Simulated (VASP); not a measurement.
# Rh (P6_3/mmc) in VASP: a series of runs

Runs on Rh. Level: r2SCAN. Tasks: single point.

Program: VASP 6.6.1. These are calculated values, not measurements. Logs are shortened: lines on timing, memory, paths and dates and some standing lists are left out, and cuts for length are marked.

### Step 1. The cell of the first run

The structure is hexagonal, space group P6_3/mmc (No. 194). The conventional cell has a = 2.883 Å, b = 2.883 Å, c = 3.974 Å, α = 90.00°, β = 90.00°, γ = 120.00°. Rh (site symmetry -6m2) has 12 Rh at 2.59 to 2.88 Å within 3.4 Å.

This isn't the form of Rh at room conditions, which is fcc.

### Step 2. Single point, r2SCAN

Contents of POSCAR:

```
Rh
1.0
    2.8830049769      0.0000000000      0.0000000000
   -1.4415024884      2.4967555492      0.0000000000
    0.0000000000      0.0000000000      3.9737589652
Rh
2
Direct
    0.6666666667      0.3333333333      0.7500000000
    0.3333333333      0.6666666667      0.2500000000
```

Contents of INCAR.step1:

```
  ALGO = Normal
  EDIFF = 1E-4
  ENCUT = 520
  GGA = PE
  ISMEAR = 0
  LASPH = True
  LCHARG = False
  LREAL = False
  LWAVE = True
  NBANDS = 22
  NELM = 100
  PREC = Accurate
  SIGMA = 0.15
```

Contents of INCAR.step2:

```
  ALGO = Normal
  EDIFF = 1E-7
  ENCUT = 520
  ISIF = 2
  ISMEAR = 0
  ISTART = 1
  LASPH = True
  LCHARG = False
  LMIXTAU = True
  LREAL = False
  LWAVE = False
  METAGGA = R2SCAN
  NBANDS = 22
  NELM = 100
  PREC = Accurate
  SIGMA = 0.15
```

Contents of KPOINTS:

```
k-points
0
Gamma
  24 24 12
```

Potentials or basis: VASP PAW PBE potentials, release 64 (Rh_pv).

Launch:

```
$ cat potpaw_PBE.64/Rh_pv/POTCAR > POTCAR
$ cp INCAR.step1 INCAR
$ mpirun -np 1 vasp_std > vasp.out
$ cp INCAR.step2 INCAR
$ mpirun -np 1 vasp_std > vasp.out
```

OUTCAR:

```text
EDIFF = 1E-7
   ENCUT = 520
   ISIF = 2
   ISMEAR = 0
   ISTART = 1
   LASPH = True
   LREAL = False
   METAGGA = R2SCAN
   NELM = 100
   PREC = Accurate

 ion  position               nearest neighbor table
   1  0.667  0.333  0.750-   2 2.59   2 2.59   2 2.59   2 2.59   2 2.59   2 2.59
   2  0.333  0.667  0.250-   1 2.59   1 2.59   1 2.59   1 2.59   1 2.59   1 2.59

  LATTYP: Found a hexagonal cell.
 ALAT       =     2.8830049769
 C/A-ratio  =     1.3783392665

  Lattice vectors:

 A1 = (   2.8830049769,   0.0000000000,   0.0000000000)
 A2 = (  -1.4415024884,   2.4967555492,   0.0000000000)
 A3 = (   0.0000000000,   0.0000000000,   3.9737589652)

Analysis of symmetry for initial positions (statically):
=====================================================================
 Subroutine PRICEL returns:
 Original cell was already a primitive cell.

 Routine SETGRP: Setting up the symmetry group for a
 hexagonal supercell.

 Subroutine GETGRP returns: Found 24 space group operations
 (whereof 12 operations were pure point group operations)
 out of a pool of 24 trial point group operations.

The static configuration has the point symmetry D_3d.
 The point group associated with its full space group is D_6h.

Analysis of symmetry for dynamics (positions and initial velocities):
=====================================================================
 Subroutine PRICEL returns:
 Original cell was already a primitive cell.

 Routine SETGRP: Setting up the symmetry group for a
 hexagonal supercell.

 Subroutine GETGRP returns: Found 24 space group operations
 (whereof 12 operations were pure point group operations)
 out of a pool of 24 trial point group operations.

The dynamic configuration has the point symmetry D_3d.
 The point group associated with its full space group is D_6h.

 Subroutine INISYM returns: Found 24 space group operations
 (whereof 12 operations are pure point group operations),
 and found     1 'primitive' translations

----------------------------------------------------------------------------------------

                                     Primitive cell

  volume of cell :      28.6037

  direct lattice vectors                    reciprocal lattice vectors
     2.883004977  0.000000000  0.000000000     0.346860310  0.200259893  0.000000000
    -1.441502488  2.496755549  0.000000000     0.000000000  0.400519787  0.000000000
[... 75 lines left out ...]
 SYSTEM =  unknown system
   PREC   = accura    normal or accurate (medium, high low for compatibility)
   ISTART =      1    job   : 0-new  1-cont  2-samecut
   ICHARG =      0    charge: 1-file 2-atom 10-const
   ISPIN  =      1    spin polarized calculation?
   LNONCOLLINEAR =      F non collinear calculations
   LSORBIT =      F    spin-orbit coupling
   LASPH  =      T    aspherical Exc in radial PAW
   ENCUT  =  520.0 eV  38.22 Ry    6.18 a.u.   5.36  5.36  7.39*2*pi/ulx,y,z
   NELM   =    100;   NELMIN=  2; NELMDL=  0     # of ELM steps
   EDIFF  = 0.1E-06   stopping-criterion for ELM
   LREAL  =      F    real-space projection
   EDIFFG = 0.1E-05   stopping-criterion for IOM
   NSW    =      0    number of steps for IOM
   IBRION =     -1    ionic relax: 0-MD 1-quasi-New 2-CG
   NFREE  =      0    steps in history (QN), initial steepest desc. (CG)
   ISIF   =      2    stress and relaxation
   ISYM   =      2    0-nonsym 1-usesym 2-fastsym
   POTIM  = 0.5000    time-step for ionic-motion
   TEBEG  =    0.0;   TEEND  =   0.0 temperature during run
   PSTRESS=    0.0 pullay stress
   NELECT =      30.0000    total number of electrons
   NUPDOWN=      -1.0000    fix difference up-down
   EMIN   =  10.00;   EMAX   =-10.00  energy-range for DOS
   EFERMI =   0.00;   METHOD = LEGACY
   ISMEAR =     0;   SIGMA  =   0.15  broadening in eV -4-tet -1-fermi 0-gaus
   EFERMI_NEDOS =   21; number of points for ismear=-14 and -15
   IALGO  =     38    algorithm
   IMIX   =      4    mixing-type and parameters
     AMIX     =   0.40;   BMIX     =  1.00
     AMIX_MAG =   1.60;   BMIX_MAG =  1.00
  volume/ion in A,a.u.               =      14.30        96.51
  Fermi-wavevector in a.u.,A,eV,Ry     =   1.663314  3.143208 37.642066  2.766614
  Thomas-Fermi vector in A             =   2.750053
   LORBIT       =      0    0 simple, 1 ext, 2 COOP (PROOUT), +10 PAW based schemes
   METAGGA = R2SCAN    functional components
   LHFCALC =     F    Hartree Fock is set to
   AEXX    =    0.0000 exact exchange contribution
   IVDW    =     0    specifies the selected vdW correction
   LEPSILON=     F    determine dielectric tensor
   LRPA    =     F    only Hartree local field effects (RPA)
 non-spin polarized calculation
 Gauss-broadening in eV      SIGMA  =   0.15
  energy-cutoff  :      520.00
  volume of cell :       28.60
 maximum number of plane-waves:       806
 NGX is ok and might be reduce to    24

 number of electron      30.0000000 magnetization

 Free energy of the ion-electron system (eV)
  ---------------------------------------------------
  ext. energy  EPLUGINS =         0.00000000
  ---------------------------------------------------
  free energy    TOTEN  =       -47.87932435 eV

  energy without entropy =      -47.83408928  energy(sigma->0) =      -47.85670681

 E-fermi :  11.1234     XC(G=0): -14.8689

 val. band max:       11.1217821557   @ k =   0.3333   0.2917   0.2500
 cond. band min:      11.1241826856   @ k =   0.1667   0.1250   0.4167
 fundamental gap:      0.0024005300
 Fermi energy:        11.1233629424

 k-point     1 :       0.0000    0.0000    0.0000
  band No.  band energies     occupation
      1     -37.5733      2.00000
      2     -36.8585      2.00000
      3     -36.8585      2.00000
      4     -36.6338      2.00000
      5     -36.6338      2.00000
      6     -36.6112      2.00000
[... 589 lines left out ...]
     21      23.7445      0.00000
     22      26.7589      0.00000

 [... further k-points ...]
[... 5 lines left out ...]
  --------------------------------------------------------------------------------------
  -------------------------------------------------------------------------------------
  Total       -2.0864266     -2.0864266      3.2870071     -0.0000000      0.0000000      0.0000000
  in kB     -116.8666931   -116.8666931    184.1146273     -0.0000000      0.0000000      0.0000000
  external PRESSURE =     -16.5395863 kB  Pullay stress =       0.0000000 kB

 VOLUME and BASIS-vectors are now :
 -----------------------------------------------------------------------------
  energy-cutoff  :      520.00
  volume of cell :       28.60
      direct lattice vectors                 reciprocal lattice vectors
     2.883004977  0.000000000  0.000000000     0.346860310  0.200259893  0.000000000
    -1.441502488  2.496755549  0.000000000     0.000000000  0.400519787  0.000000000
     0.000000000  0.000000000  3.973758965     0.000000000  0.000000000  0.251650895

 POSITION                                       TOTAL-FORCE (eV/Angst)
 -----------------------------------------------------------------------------------
      1.44150      0.83225      2.98032        -0.000000      0.000000      0.000000
     -0.00000      1.66450      0.99344         0.000000     -0.000000      0.000000
 -----------------------------------------------------------------------------------
    total drift:                               -0.000000      0.000000     -0.000000

  FREE ENERGIE OF THE ION-ELECTRON SYSTEM (eV)
  ---------------------------------------------------
  free  energy   TOTEN  =       -47.8793243472 eV

  energy  without entropy=      -47.8340892803  energy(sigma->0) =      -47.85670681
```

Wall time 30 min (1 thread of Oxide Virtual Turin-like, shared host); peak memory 0.29 GiB.

Results:

| Item | Value |
| --- | --- |
| Free energy | -47.8793 eV |
| Pressure | -1.7 GPa |
| Band gap on the k mesh | zero (bands 15 and 16 overlap by 1.57 eV) |

Caveat: the stress differs along the axes, from -12 to 18 GPa; the PAW data sets were made with another functional, which shifts forces and pressure a little.

### Step 3. Single point, r2SCAN

This run uses another cell than the first one, of the same volume but with other edges.

Contents of POSCAR:

```
Rh
1.0
    2.5699496729      0.0000000000      0.0000000000
   -1.2849748364      2.2256417031      0.0000000000
    0.0000000000      0.0000000000      5.0008412430
Rh
2
Direct
    0.6666666667      0.3333333333      0.7500000000
    0.3333333333      0.6666666667      0.2500000000
```

Contents of INCAR.step1:

```
ALGO = Normal
EDIFF = 1E-4
ENCUT = 520
GGA = PE
ISMEAR = 0
LASPH = T
LCHARG = F
LREAL = F
LWAVE = T
NBANDS = 22
NELM = 60
PREC = Accurate
SIGMA = 0.15
```

Contents of INCAR.step2:

```
ALGO = Normal
EDIFF = 1E-6
ENCUT = 520
ISIF = 2
ISMEAR = 0
ISTART = 1
LASPH = T
LCHARG = F
LMIXTAU = T
LREAL = F
LWAVE = F
METAGGA = R2SCAN
NBANDS = 22
NELM = 60
PREC = Accurate
SIGMA = 0.15
```

KPOINTS is that of step 2.

Potentials or basis: VASP PAW PBE potentials, release 64 (Rh_pv).

Launch:

```
$ cat potpaw_PBE.64/Rh_pv/POTCAR > POTCAR
$ cp INCAR.step1 INCAR
$ mpirun -np 1 vasp_std > vasp.out
$ cp INCAR.step2 INCAR
$ mpirun -np 1 vasp_std > vasp.out
```

OUTCAR:

```text
EDIFF = 1E-6
   ENCUT = 520
   ISIF = 2
   ISMEAR = 0
   ISTART = 1
   LASPH = T
   LREAL = F
   METAGGA = R2SCAN
   NELM = 60
   PREC = Accurate

 ion  position               nearest neighbor table
   1  0.667  0.333  0.750-   2 2.91   2 2.91   2 2.91   2 2.91   2 2.91   2 2.91
   2  0.333  0.667  0.250-   1 2.91   1 2.91   1 2.91   1 2.91   1 2.91   1 2.91

  LATTYP: Found a hexagonal cell.
 ALAT       =     2.5699496729
 C/A-ratio  =     1.9458907292

  Lattice vectors:

[... 191 lines left out ...]
      2     -36.6719      2.00000
      3     -36.6172      2.00000
      4     -36.6172      2.00000
      5     -36.5862      2.00000
      6     -36.5862      2.00000
[... 589 lines left out ...]
     21      25.0047      0.00000
     22      25.3471      0.00000

 [... further k-points ...]
[... 5 lines left out ...]
  --------------------------------------------------------------------------------------
  -------------------------------------------------------------------------------------
  Total        3.2342834      3.2342834     -5.5401802      0.0000000      0.0000000      0.0000000
  in kB      181.1614178    181.1614178   -310.3212658      0.0000000      0.0000000      0.0000000
  external PRESSURE =      17.3338566 kB  Pullay stress =       0.0000000 kB

 VOLUME and BASIS-vectors are now :
 -----------------------------------------------------------------------------
  energy-cutoff  :      520.00
  volume of cell :       28.60
      direct lattice vectors                 reciprocal lattice vectors
     2.569949673  0.000000000  0.000000000     0.389112678  0.224654309  0.000000000
    -1.284974836  2.225641703  0.000000000     0.000000000  0.449308619  0.000000000
     0.000000000  0.000000000  5.000841243     0.000000000  0.000000000  0.199966356

 POSITION                                       TOTAL-FORCE (eV/Angst)
 -----------------------------------------------------------------------------------
      1.28497      0.74188      3.75063        -0.000000     -0.000000      0.000000
     -0.00000      1.48376      1.25021         0.000000      0.000000      0.000000
 -----------------------------------------------------------------------------------
    total drift:                               -0.000000      0.000000     -0.000000

  FREE ENERGIE OF THE ION-ELECTRON SYSTEM (eV)
  ---------------------------------------------------
  free  energy   TOTEN  =       -47.6571867224 eV

  energy  without entropy=      -47.6219413876  energy(sigma->0) =      -47.63956406
```

OUTCAR.step1:

```text
EDIFF = 1E-4
   ENCUT = 520
   GGA = PE
   ISMEAR = 0
   LASPH = T
[... 824 lines left out ...]
 -----------------------------------------------------------------------------------
      1.28497      0.74188      3.75063        -0.000000      0.000000      0.000000
     -0.00000      1.48376      1.25021         0.000000      0.000000      0.000000
 -----------------------------------------------------------------------------------
    total drift:                               -0.000000      0.000000     -0.000000

  FREE ENERGIE OF THE ION-ELECTRON SYSTEM (eV)
  ---------------------------------------------------
  free  energy   TOTEN  =       -13.9190056428 eV

  energy  without entropy=      -13.8825642092  energy(sigma->0) =      -13.90078493
```

OSZICAR.step1:

```text
N       E                     dE             d eps       ncg     rms          rms(c)
DAV:   1     0.329436596817E+03    0.32944E+03   -0.19109E+04 18852   0.158E+03
DAV:   2    -0.767447794860E+01   -0.33711E+03   -0.32543E+03 19574   0.474E+02
DAV:   3    -0.147439454957E+02   -0.70695E+01   -0.70263E+01 22070   0.775E+01
DAV:   4    -0.147911856709E+02   -0.47240E-01   -0.47236E-01 21186   0.637E+00
DAV:   5    -0.147919182580E+02   -0.73259E-03   -0.73258E-03 21966   0.816E-01    0.138E+01
DAV:   6    -0.139522120544E+02    0.83971E+00   -0.20412E+00 20492   0.149E+01    0.518E+00
DAV:   7    -0.139243532982E+02    0.27859E-01   -0.41330E-02 21794   0.178E+00    0.231E+00
DAV:   8    -0.139192179261E+02    0.51354E-02   -0.72942E-03 20270   0.948E-01    0.265E-01
DAV:   9    -0.139189924999E+02    0.22543E-03   -0.23413E-04 19148   0.179E-01    0.421E-02
DAV:  10    -0.139190056428E+02   -0.13143E-04   -0.13279E-05 10558   0.361E-02
   1 F= -.13919006E+02 E0= -.13900785E+02  d E =-.364414E-01
```

It took 26 min on 1 thread of Oxide Virtual Turin-like, shared host; peak memory 0.28 GiB.

What came out:

| Item | Value |
| --- | --- |
| Free energy | -47.6572 eV |
| Pressure | 1.7 GPa |
| Band gap on the k mesh | zero (bands 15 and 16 overlap by 2.63 eV) |

Caveat: the stress differs along the axes, from -31 to 18 GPa; the PAW data sets were made with another functional, which shifts forces and pressure a little.
